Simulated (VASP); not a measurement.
Write the native input for VASP 6.6.1 that does the following.

| Property | Result |
| --- | --- |
| Task | single point |
| Functional | PBEsol |
| Potentials or basis | VASP PAW PBE potentials, release 64 (Cd, H) |
| Cutoff | 520 eV |
| k mesh | 8 × 8 × 8 |
| Occupations | fermi-dirac, width 0.03 eV |
| Spin | no spin polarisation |
| Dipole correction | no |
| Further INCAR settings | ALGO = Normal; EDIFF = 1e-07; NBANDS = 14 |

The structure of CdH2 lies in POSCAR:

```
CdH2
1.0
    0.0000000000      2.5073193196      2.5073193196
    2.5073193196      0.0000000000      2.5073193196
    2.5073193196      2.5073193196      0.0000000000
Cd H
1 2
Direct
    0.0000000000      0.0000000000      0.0000000000
    0.2500000000      0.2500000000      0.2500000000
    0.7500000000      0.7500000000      0.7500000000
```

One way to write it, as run:

INCAR

```
SYSTEM = CdH2
  PREC = Accurate
  ENCUT = 520
  EDIFF = 1E-7
  ISMEAR = -1
  SIGMA = 0.03
  LREAL = .FALSE.
  LASPH = .TRUE.
  NELM = 60
  ALGO = Normal
  ISIF = 2
  LWAVE = .FALSE.
  LCHARG = .FALSE.
  GGA = PS
  NBANDS = 14
```

KPOINTS

```
regular mesh
0
G
  8 8 8
  0 0 0
```

Potentials or basis: VASP PAW PBE potentials, release 64 (Cd, H).

Run with:

```bash
$ cat potpaw_PBE.64/Cd/POTCAR potpaw_PBE.64/H/POTCAR > POTCAR
$ mpirun -np 1 vasp_std > vasp.out
```

It gave:

The pressure is 0.3 GPa and the band gap on the k mesh is zero (band 7 reaches 2.04 eV, above the bottom of band 8 at 0.90 eV).

Caveat: the PAW data sets were made with another functional, which shifts forces and pressure a little.

Run time: 7.5 s on 1 thread of Intel(R) Xeon(R) 6975P-C (Granite Rapids), on a shared host, peak memory 0.15 GiB.
